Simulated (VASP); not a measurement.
Wanted: the native input for a VASP 6.6.1 run.

| Quantity | Value |
| --- | --- |
| Task | single point |
| Functional | PBE |
| Potentials or basis | VASP PAW PBE potentials, release 64 (Al, H, Cl) |
| Cutoff | 520 eV |
| k mesh | 6 × 4 × 4 |
| Occupations | gaussian, width 0.1 eV |
| Spin | no spin polarisation |
| Dipole correction | no |
| Further INCAR settings | ALGO = Normal; EDIFF = 1e-07; NBANDS = 24 |

The structure of Al2HCl lies in POSCAR:

```
Al2HCl
1.0
    2.9182018300      0.0000000000      0.0000000000
    0.0000000000      4.5232128300      0.0000000000
    0.0000000000      0.0000000000      5.0544738300
Al H Cl
4 2 2
Direct
    0.0000000000      0.7500000000      0.7500000000
    0.5000000000      0.7500000000      0.2500000000
    0.0000000000      0.2500000000      0.7500000000
    0.5000000000      0.2500000000      0.2500000000
    0.5000000000      0.5000000000      0.9166666700
    0.0000000000      0.0000000000      0.0833333300
    0.0000000000      0.5000000000      0.4166666700
    0.5000000000      0.0000000000      0.5833333300
```

One way to write it, as run:

INCAR

```
SYSTEM = Al2HCl
PREC = Accurate ; ENCUT = 520
EDIFF = 1E-7 ; ISMEAR = 0
SIGMA = 0.1 ; LREAL = .False.
LASPH = .True. ; NELM = 100
ALGO = Normal ; ISIF = 2
LWAVE = .False. ; LCHARG = .False.
GGA = PE ; NBANDS = 24
```

KPOINTS

```
regular mesh
0
Gamma
  6 4 4
  0 0 0
```

Potentials or basis: VASP PAW PBE potentials, release 64 (Al, H, Cl).

Launch:

```sh
$ cat potpaw_PBE.64/Al/POTCAR potpaw_PBE.64/H/POTCAR potpaw_PBE.64/Cl/POTCAR > POTCAR
$ mpirun -np 1 vasp_std > vasp.out
```

Results of the run:

| Item | Value |
| --- | --- |
| Pressure | 127.2 GPa |
| Largest force | 8.958 eV/Å |
| Band gap on the k mesh | zero (bands 14 and 15 overlap by 1.75 eV) |

Caveat: the cell stands under pressure; forces of over 1 eV/Å act on the atoms, so gaps and moduli don't describe the material at rest.

Run time: 93 s on 1 thread of Oxide Virtual Turin-like Processor (shared host), peak memory 0.16 GiB.
